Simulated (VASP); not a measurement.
Wanted: the native input for a VASP 6.6.1 run.

```yaml
Task: single point
Functional: PBEsol
Potentials_or_basis: VASP PAW PBE potentials, release 64 (Ag)
Cutoff: 520 eV
k_mesh: 14 × 14 × 14
Occupations: gaussian, width 0.1 eV
Spin: no spin polarisation
Dipole_correction: no
Further_INCAR_settings: ALGO = Fast; EDIFF = 1e-07; NBANDS = 12
```

The structure of Ag lies in POSCAR:

```
Ag
1.0
    0.0000000000      2.0266544702      2.0266544702
    2.0266544702      0.0000000000      2.0266544702
    2.0266544702      2.0266544702      0.0000000000
Ag
1
Direct
    0.0000000000      0.0000000000      0.0000000000
```

The input as run:

INCAR

```
PREC = Accurate ; ENCUT = 520
EDIFF = 1E-7 ; ISMEAR = 0
SIGMA = 0.1 ; LREAL = False
LASPH = True ; NELM = 80
ALGO = Fast ; ISIF = 2
LWAVE = False ; LCHARG = True
GGA = PS ; LELF = True
LVHAR = True ; NBANDS = 12
```

KPOINTS

```
regular mesh
0
Gamma
  14 14 14
```

Potentials or basis: VASP PAW PBE potentials, release 64 (Ag).

The run is started by

```bash
$ cat potpaw_PBE.64/Ag/POTCAR > POTCAR
$ mpirun -np 1 vasp_std > vasp.out
```

Results of the run:

```json
{"Pressure": "-0.3 GPa"}
```

Caveat: the PAW data sets were made with another functional, which shifts forces and pressure a little.

Run time: 7.2 s on 1 thread of Intel(R) Xeon(R) 6975P-C (Granite Rapids) (shared host), peak memory 0.15 GiB.
